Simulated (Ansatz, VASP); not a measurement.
**BeS4 in VASP and in Ansatz**

```
Be S
1.0
     5.09581    0.00000    0.00000
    -2.54791    4.41310    0.00000
     0.00000    0.00000    4.90527
Be S
1 4
Cartesian
  0.0000 0.0000 0.0000
  0.0000 2.9421 3.4123
  0.0000 2.9421 1.4930
  2.5479 1.4710 1.4930
  2.5479 1.4710 3.4123
```

Alike in both runs: functional PBE; k mesh 12 × 12 × 8; occupations gaussian, width 0.1 eV; no spin polarisation.

Ansatz relaxed the structure, and its values are those at the end. VASP's run is a single point on that final structure, the one shown.

|  | VASP | Ansatz |
| --- | --- | --- |
| version | VASP 6.6.1 | Ansatz 0.2.0 |
| potentials or method | VASP PAW PBE potentials, release 64 (Be, S), cutoff 520 eV | scalar-relativistic, plane waves, PAW |
| valence electrons in the cell | 26 | 26 |

```csv
,VASP,Ansatz,Ansatz less VASP
gap on the k mesh at the Fermi level (eV),none,none,-
pressure (GPa),-0.5,0.0,+0.46
rms of the force components (eV/Å),0.118,0.001,-0.1171
```

A gap of «none» marks a metal or a gap that the smearing closes.
